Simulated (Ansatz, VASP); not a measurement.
## One calculation of HfSiO4, two programs

```
CELL_PARAMETERS angstrom
-3.35070 3.35070 3.04008
3.35070 -3.35070 3.04008
3.35070 3.35070 -3.04008
ATOMIC_POSITIONS crystal
Hf 0.75000 0.25000 0.50000
Hf 0.00000 0.00000 0.00000
Si 0.25000 0.75000 0.50000
Si 0.50000 0.50000 0.00000
O 0.13400 0.31928 0.81472
O 0.06928 0.75456 0.68528
O 0.50456 0.31928 0.18528
O 0.06928 0.38400 0.31472
O 0.61600 0.93072 0.68528
O 0.68072 0.86600 0.18528
O 0.24544 0.93072 0.31472
O 0.68072 0.49544 0.81472
```

Change from the starting cell: volume scaled by 1.06.

Alike in both runs: task electric field gradients; functional PBE; k mesh 5 × 5 × 5; occupations fermi-dirac, width 0.02 eV; no spin polarisation.

|  | VASP | Ansatz |
| --- | --- | --- |
| version | VASP 6.6.1 | Ansatz 0.2.0 |
| potentials or method | VASP PAW PBE potentials, release 64 (Hf_pv, Si, O) | plane-wave PAW, scalar-relativistic |
| plane-wave cutoff (eV) | 520 | 420 |
| valence electrons in the cell | 76 | 108 |

```csv
,VASP,Ansatz,Ansatz less VASP
gap on the k mesh at the Fermi level (eV),5.13,5.19,+0.060
pressure (GPa),-8.0,-6.5,+1.51
"traceless stress, the component that is largest in VASP (GPa)",-0.73,-0.97,-0.242
rms of the force components (eV/Å),0.135,0.208,+0.0725
size of Vzz on the site where it differs most (V/Å²),106.3,118.2,+11.90
```

Atom by atom the forces differ by 0.082 eV/Å (rms over components). With one functional, cell and mesh, what is left measures potentials, basis and numerics. VASP's potentials hold 76 valence electrons a cell and Ansatz's 108, so a difference there can come from the potentials and not from the codes.

Spin-orbit coupling is off throughout.
